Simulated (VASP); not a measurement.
# NaI (Fm-3m) in VASP: single point with revPBE

Aim: the single point of NaI with revPBE.

Program: VASP 6.6.1. These are calculated values, not measurements. Logs are shortened: lines on timing, memory, paths and dates and some standing lists are left out, and cuts for length are marked.

**1. The cell of the first run**

It takes space group Fm-3m (No. 225, cubic). Conventional cell: a = 6.420 Å, b = 6.420 Å, c = 6.420 Å, α = 90.00°, β = 90.00°, γ = 90.00°. Na (site symmetry m-3m) has 6 I at 3.21 Å within 4.2 Å. Within 4.2 Å of I (site symmetry m-3m) lie 6 Na at 3.21 Å.

**2. Single point, revPBE**

INCAR

```
ALGO     = Normal         # electronic algorithm
EDIFF    = 1E-6           # SCF threshold, eV
ENCUT    = 500            # plane-wave cutoff, eV
GGA      = RE             # functional
GGA_COMPAT= False        
ISIF     = 2              # what is computed and relaxed
ISMEAR   = 1              # smearing method
LASPH    = True           # aspherical terms in the spheres
LCHARG   = False          # write CHGCAR
LREAL    = False          # projectors in reciprocal space
LWAVE    = False          # write WAVECAR
NBANDS   = 14             # bands
NELM     = 120            # most SCF steps
PREC     = Accurate       # precision mode
SIGMA    = 0.2796         # smearing width, eV
```

KPOINTS

```
k-points
0
Gamma
  7 7 7
```

POSCAR

```
NaI
1.0
    0.0000000000      3.2102370000      3.2102370000
    3.2102370000      0.0000000000      3.2102370000
    3.2102370000      3.2102370000      0.0000000000
Na I
1 1
Direct
    0.0000000000      0.0000000000      0.0000000000
    0.5000000000      0.5000000000      0.5000000000
```

Potentials or basis: VASP PAW PBE potentials, release 64 (Na_pv, I).

Command:

```sh
$ cat potpaw_PBE.64/Na_pv/POTCAR potpaw_PBE.64/I/POTCAR > POTCAR
$ mpirun -np 1 vasp_std > vasp.out
```

OUTCAR:

```text
EDIFF = 1E-6
   ENCUT = 500
   GGA = RE
   ISIF = 2
   ISMEAR = 1
   LASPH = True
   LREAL = False
   NELM = 120
   PREC = Accurate

 ion  position               nearest neighbor table
   1  0.000  0.000  0.000-
   2  0.500  0.500  0.500-

  LATTYP: Found a face centered cubic cell.
 ALAT       =     6.4204740000

  Lattice vectors:

 A1 = (   0.0000000000,   3.2102370000,   3.2102370000)
 A2 = (   3.2102370000,   0.0000000000,   3.2102370000)
 A3 = (   3.2102370000,   3.2102370000,   0.0000000000)

Analysis of symmetry for initial positions (statically):
=====================================================================
 Subroutine PRICEL returns:
 Original cell was already a primitive cell.

 Routine SETGRP: Setting up the symmetry group for a
 face centered cubic supercell.

 Subroutine GETGRP returns: Found 48 space group operations
 (whereof 48 operations were pure point group operations)
 out of a pool of 48 trial point group operations.

The static configuration has the point symmetry O_h .

Analysis of symmetry for dynamics (positions and initial velocities):
=====================================================================
 Subroutine PRICEL returns:
 Original cell was already a primitive cell.

 Routine SETGRP: Setting up the symmetry group for a
 face centered cubic supercell.

 Subroutine GETGRP returns: Found 48 space group operations
 (whereof 48 operations were pure point group operations)
 out of a pool of 48 trial point group operations.

The dynamic configuration has the point symmetry O_h .

 Subroutine INISYM returns: Found 48 space group operations
 (whereof 48 operations are pure point group operations),
 and found     1 'primitive' translations

----------------------------------------------------------------------------------------

                                     Primitive cell

  volume of cell :      66.1670

  direct lattice vectors                    reciprocal lattice vectors
     0.000000000  3.210237000  3.210237000    -0.155751740  0.155751740  0.155751740
     3.210237000  0.000000000  3.210237000     0.155751740 -0.155751740  0.155751740
     3.210237000  3.210237000  0.000000000     0.155751740  0.155751740 -0.155751740

  length of vectors
     4.539960704  4.539960704  4.539960704     0.269769928  0.269769928  0.269769928

  position of ions in fractional coordinates (direct lattice)
     0.000000000  0.000000000  0.000000000
     0.500000000  0.500000000  0.500000000

  ion indices of the primitive-cell ions
   primitive index   ion index
                 1           1
                 2           2

----------------------------------------------------------------------------------------

 KPOINTS: k-points

Automatic generation of k-mesh.
 Grid dimensions read from file:
 generate k-points for:    7    7    7

 Generating k-lattice:

  Cartesian coordinates                     Fractional coordinates (reciprocal lattice)
    -0.022250249  0.022250249  0.022250249     0.142857143  0.000000000  0.000000000
     0.022250249 -0.022250249  0.022250249     0.000000000  0.142857143  0.000000000
     0.022250249  0.022250249 -0.022250249     0.000000000  0.000000000  0.142857143

  Length of vectors
     0.038538561  0.038538561  0.038538561

  Shift w.r.t. Gamma in fractional coordinates (k-lattice)
     0.000000000  0.000000000  0.000000000

 Subroutine IBZKPT returns following result:
 ===========================================

 Found     20 irreducible k-points:

 Following reciprocal coordinates:
            Coordinates               Weight
  0.000000  0.000000  0.000000      1.000000
  0.142857  0.000000  0.000000      8.000000
  0.285714  0.000000  0.000000      8.000000
  0.428571  0.000000  0.000000      8.000000
  0.142857  0.142857  0.000000      6.000000
  0.285714  0.142857  0.000000     24.000000
[... 12 lines left out ...]
 -0.428571  0.428571  0.142857     24.000000
 -0.285714  0.428571  0.142857     24.000000
   k-points           NKPTS =     20   k-points in BZ     NKDIM =     20   number of bands    NBANDS=     14
   number of dos      NEDOS =    301   number of ions     NIONS =      2
   total plane-waves  NPLWV =  46656
   dimension x,y,z NGX =    36 NGY =   36 NGZ =   36
   dimension x,y,z NGXF=    72 NGYF=   72 NGZF=   72
   ions per type =               1   1
   NGX,Y,Z   is equivalent  to a cutoff of  13.18, 13.18, 13.18 a.u.
   NGXF,Y,Z  is equivalent  to a cutoff of  26.37, 26.37, 26.37 a.u.
 SYSTEM =  unknown system
   PREC   = accura    normal or accurate (medium, high low for compatibility)
   ISTART =      0    job   : 0-new  1-cont  2-samecut
   ICHARG =      2    charge: 1-file 2-atom 10-const
   ISPIN  =      1    spin polarized calculation?
   LNONCOLLINEAR =      F non collinear calculations
   LSORBIT =      F    spin-orbit coupling
   LASPH  =      T    aspherical Exc in radial PAW
   ENCUT  =  500.0 eV  36.75 Ry    6.06 a.u.   8.28  8.28  8.28*2*pi/ulx,y,z
   NELM   =    120;   NELMIN=  2; NELMDL= -5     # of ELM steps
   EDIFF  = 0.1E-05   stopping-criterion for ELM
   LREAL  =      F    real-space projection
   EDIFFG = 0.1E-04   stopping-criterion for IOM
   NSW    =      0    number of steps for IOM
   IBRION =     -1    ionic relax: 0-MD 1-quasi-New 2-CG
   NFREE  =      0    steps in history (QN), initial steepest desc. (CG)
   ISIF   =      2    stress and relaxation
   ISYM   =      2    0-nonsym 1-usesym 2-fastsym
   POTIM  = 0.5000    time-step for ionic-motion
   TEBEG  =    0.0;   TEEND  =   0.0 temperature during run
   PSTRESS=    0.0 pullay stress
   NELECT =      14.0000    total number of electrons
   NUPDOWN=      -1.0000    fix difference up-down
   EMIN   =  10.00;   EMAX   =-10.00  energy-range for DOS
   EFERMI =   0.00;   METHOD = LEGACY
   ISMEAR =     1;   SIGMA  =   0.28  broadening in eV -4-tet -1-fermi 0-gaus
   EFERMI_NEDOS =   21; number of points for ismear=-14 and -15
   IALGO  =     38    algorithm
   IMIX   =      4    mixing-type and parameters
     AMIX     =   0.40;   BMIX     =  1.00
     AMIX_MAG =   1.60;   BMIX_MAG =  1.00
  volume/ion in A,a.u.               =      33.08       223.26
  Fermi-wavevector in a.u.,A,eV,Ry     =   0.975522  1.843469 12.947892  0.951643
  Thomas-Fermi vector in A             =   2.106068
   LORBIT       =      0    0 simple, 1 ext, 2 COOP (PROOUT), +10 PAW based schemes
   GGA     = RE    functional components
   LHFCALC =     F    Hartree Fock is set to
   AEXX    =    0.0000 exact exchange contribution
   IVDW    =     0    specifies the selected vdW correction
   LEPSILON=     F    determine dielectric tensor
   LRPA    =     F    only Hartree local field effects (RPA)
 non-spin polarized calculation
 Methfessel and Paxton  Order N= 1 SIGMA  =   0.28
  energy-cutoff  :      500.00
  volume of cell :       66.17
 maximum number of plane-waves:      1693
 NGX is ok and might be reduce to    36
   NGX = 17   NGY = 17   NGZ = 17

 number of electron      13.9999997 magnetization

 Free energy of the ion-electron system (eV)
  ---------------------------------------------------
  ext. energy  EPLUGINS =         0.00000000
  ---------------------------------------------------
  free energy    TOTEN  =        -5.01337255 eV

  energy without entropy =       -5.03001238  energy(sigma->0) =       -5.01891916

 E-fermi :   1.1105     XC(G=0):  -7.5951

 val. band max:        1.0618862040   @ k =   0.0000   0.0000   0.0000
 cond. band min:       4.9858131555   @ k =   0.0000   0.0000   0.0000
 fundamental gap:      3.9239269514
 Fermi energy:         1.1104706500

 k-point     1 :       0.0000    0.0000    0.0000
  band No.  band energies     occupation
      1     -21.3600      2.00000
      2     -21.3600      2.00000
      3     -21.3600      2.00000
      4      -9.9836      2.00000
      5       1.0619      1.28924
      6       1.0619      1.28924
      7       1.0619      1.28924
      8       4.9858     -0.00000
      9       9.0847      0.00000
     10       9.0847      0.00000
     11       9.0847      0.00000
     12      10.9120      0.00000
     13      10.9120      0.00000
     14      11.6925      0.00000

 k-point     2 :       0.1429    0.0000    0.0000
  band No.  band energies     occupation
      1     -21.3611      2.00000
      2     -21.3601      2.00000
      3     -21.3601      2.00000
      4      -9.9248      2.00000
      5       0.4866      2.00707
      6       1.0026      1.60217
      7       1.0026      1.60217
      8       5.6241     -0.00000
      9       8.6879      0.00000
     10       9.2693      0.00000
     11       9.2693      0.00000
     12      10.4706      0.00000
     13      10.4706      0.00000
     14      12.2468      0.00000

 k-point     3 :       0.2857    0.0000    0.0000
  band No.  band energies     occupation
      1     -21.3636      2.00000
      2     -21.3602      2.00000
      3     -21.3602      2.00000
      4      -9.7862      2.00000
      5      -0.4641      2.00000
      6       0.8768      1.99721
      7       0.8768      1.99721
      8       6.3220     -0.00000
      9       8.9625      0.00000
     10       9.0461      0.00000
     11       9.0461      0.00000
     12      11.0162      0.00000
     13      11.0162      0.00000
     14      11.6256      0.00000
[... 256 lines left out ...]
 k-point    19 :      -0.4286    0.4286    0.1429
  band No.  band energies     occupation
      1     -21.3640      2.00000
      2     -21.3622      2.00000
      3     -21.3617      2.00000
      4      -9.5790      2.00000
      5      -0.7020      2.00000
      6       0.0527      2.00000
      7       0.2602      2.00015
      8       6.5521     -0.00000
      9       7.4864      0.00000
     10       9.4517      0.00000
     11      10.7451      0.00000
     12      12.4324      0.00000
     13      13.3695      0.00000
     14      14.3810      0.00000

 k-point    20 :      -0.2857    0.4286    0.1429
  band No.  band energies     occupation
      1     -21.3633      2.00000
      2     -21.3633      2.00000
      3     -21.3616      2.00000
      4      -9.5662      2.00000
      5      -0.4567      2.00000
      6      -0.3911      2.00000
      7       0.2903      2.00027
      8       6.9869      0.00000
      9       8.2487      0.00000
     10       9.1708      0.00000
     11       9.5659      0.00000
     12      12.2925      0.00000
     13      12.8349      0.00000
     14      14.9463      0.00000

------------------------ aborting loop because EDIFF is reached ----------------------------------------

  FORCE on cell =-STRESS in cart. coord.  units (eV):
  Direction    XX          YY          ZZ          XY          YZ          ZX
  --------------------------------------------------------------------------------------
  -------------------------------------------------------------------------------------
  Total        0.7835844      0.7835844      0.7835844      0.0000000      0.0000000     -0.0000000
  in kB       18.9738343     18.9738343     18.9738343      0.0000000      0.0000000     -0.0000000
  external PRESSURE =      18.9738343 kB  Pullay stress =       0.0000000 kB

 VOLUME and BASIS-vectors are now :
 -----------------------------------------------------------------------------
  energy-cutoff  :      500.00
  volume of cell :       66.17
      direct lattice vectors                 reciprocal lattice vectors
     0.000000000  3.210237000  3.210237000    -0.155751740  0.155751740  0.155751740
     3.210237000  0.000000000  3.210237000     0.155751740 -0.155751740  0.155751740
     3.210237000  3.210237000  0.000000000     0.155751740  0.155751740 -0.155751740

 POSITION                                       TOTAL-FORCE (eV/Angst)
 -----------------------------------------------------------------------------------
      0.00000      0.00000      0.00000         0.000000      0.000000      0.000000
      3.21024      3.21024      3.21024        -0.000000     -0.000000     -0.000000
 -----------------------------------------------------------------------------------
    total drift:                                0.000000      0.000000      0.000000

  FREE ENERGIE OF THE ION-ELECTRON SYSTEM (eV)
  ---------------------------------------------------
  free  energy   TOTEN  =        -5.0133725474 eV

  energy  without entropy=       -5.0300123828  energy(sigma->0) =       -5.01891916
```

It took 18 s on 1 thread of Intel Xeon Platinum 8488C (Sapphire Rapids), shared host; peak memory 0.2 GiB.

Results:

```yaml
Free_energy: -5.0134 eV
Pressure: 1.9 GPa
Band_gap_on_the_k_mesh: 3.92 eV, direct
```

Levels at points of the mesh, in eV from the valence-band top:
```tsv
k point	band 4	band 5	band 6	band 7	band 8	band 9	band 10	band 11
(0.00, 0.00, 0.00)	-11.05	0.00	0.00	0.00	3.92	8.02	8.02	8.02
```

Caveat: the PAW data sets were made with another functional, which shifts forces and pressure a little; spin-orbit coupling is left out, which moves the levels of the heavy elements. Expect the measured gap to be larger: semilocal functionals such as revPBE lack the derivative discontinuity.
